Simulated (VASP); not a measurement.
Na2S: single point with PBEsol

Crystal: Na2S.

```
CELL_PARAMETERS angstrom
0.00000 3.27350 3.27350
3.27350 0.00000 3.27350
3.27350 3.27350 0.00000
ATOMIC_POSITIONS crystal
Na 0.25000 0.25000 0.25000
Na 0.75000 0.75000 0.75000
S 0.00000 0.00000 0.00000
```

| Item | Value |
| --- | --- |
| Program | VASP 6.6.1 |
| Task | single point |
| Functional | PBEsol |
| Potentials or basis | VASP PAW PBE potentials, release 64 (Na_pv, S) |
| Cutoff | 500 eV |
| k mesh | 2 × 2 × 2 |
| Occupations | gaussian, width 0.01 eV |
| Spin | no spin polarisation |

The pressure is 0.2 GPa and the band gap on the k mesh is 2.26 eV, direct.

Levels at points of the mesh, in eV from the valence-band top:
| k point | band 7 | band 8 | band 9 | band 10 | band 11 | band 12 | band 13 | band 14 |
| --- | --- | --- | --- | --- | --- | --- | --- | --- |
| (0.00, 0.00, 0.00) | -10.09 | 0.00 | 0.00 | 0.00 | 2.26 | 7.52 | 7.52 | 7.52 |
| (0.50, 0.00, 0.00) | -9.83 | -1.73 | -0.14 | -0.14 | 4.57 | 6.27 | 6.92 | 6.92 |
| (0.50, 0.50, 0.00) | -9.75 | -1.54 | -0.48 | -0.48 | 3.58 | 5.79 | 8.32 | 9.55 |

It took 17 s on 1 thread of Intel Xeon 8259CL (shared host), peak memory 0.19 GiB.

Caveat: the k points lie up to 0.83 Å⁻¹ apart; the PAW data sets were made with another functional, which shifts forces and pressure a little. Expect the measured gap to be larger: semilocal functionals such as PBEsol lack the derivative discontinuity.
